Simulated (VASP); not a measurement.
## Pb: single point with PBEsol

The system is Pb.

```
CELL_PARAMETERS angstrom
0.00000 2.40806 2.46980
2.40806 0.00000 2.46980
2.40806 2.40806 0.00000
ATOMIC_POSITIONS crystal
Pb 0.00000 0.00000 0.00000
```

This cell differs from its parent crystal: strain -0.025 along x and y, +0.000 along z.

```
Program                : VASP 6.6.1
Task                   : single point
Functional             : PBEsol
Potentials or basis    : VASP PAW PBE potentials, release 64 (Pb_d)
Cutoff                 : 520 eV
k mesh                 : 16 × 16 × 16
Occupations            : gaussian, width 0.15 eV
Spin                   : no spin polarisation
Dipole correction      : no
Further INCAR settings : ALGO = Fast; EDIFF = 1e-06; NBANDS = 13
```

* Pressure: 2.5 GPa
* Band gap on the k mesh: zero (band 7 reaches 15.61 eV, above the bottom of band 8 at 5.84 eV)

Stress tensor (GPa, compression positive):
```
2.63 0.00 0.00
0.00 2.63 0.00
0.00 0.00 2.19
```

Levels at points of the mesh, in eV from the Fermi level:
| k point | band 3 | band 4 | band 5 | band 6 | band 7 | band 8 | band 9 | band 10 | band 11 | band 12 |
| --- | --- | --- | --- | --- | --- | --- | --- | --- | --- | --- |
| (0.00, 0.00, 0.00) | -17.06 | -16.92 | -16.89 | -12.21 | 7.81 | 7.81 | 7.87 | 9.76 | 12.01 | 12.86 |
| (0.50, 0.00, 0.00) | -17.05 | -16.75 | -16.74 | -8.23 | -4.55 | 5.62 | 6.08 | 9.25 | 9.88 | 11.39 |
| (0.50, 0.50, 0.00) | -16.76 | -16.71 | -16.71 | -6.89 | -3.70 | 2.28 | 2.28 | 5.71 | 6.99 | 18.81 |
| (0.50, 0.00, 0.50) | -16.76 | -16.72 | -16.69 | -6.57 | -3.48 | 1.87 | 2.04 | 5.41 | 6.71 | 18.33 |

It took 62 s on 1 thread of Intel(R) Xeon(R) 6975P-C (Granite Rapids) (shared host), peak memory 0.24 GiB.

Caveat: the cell differs from its parent crystal (strain -0.025 along x and y, +0.000 along z); the PAW data sets were made with another functional, which shifts forces and pressure a little; spin-orbit coupling is left out, which moves the levels of the heavy elements.
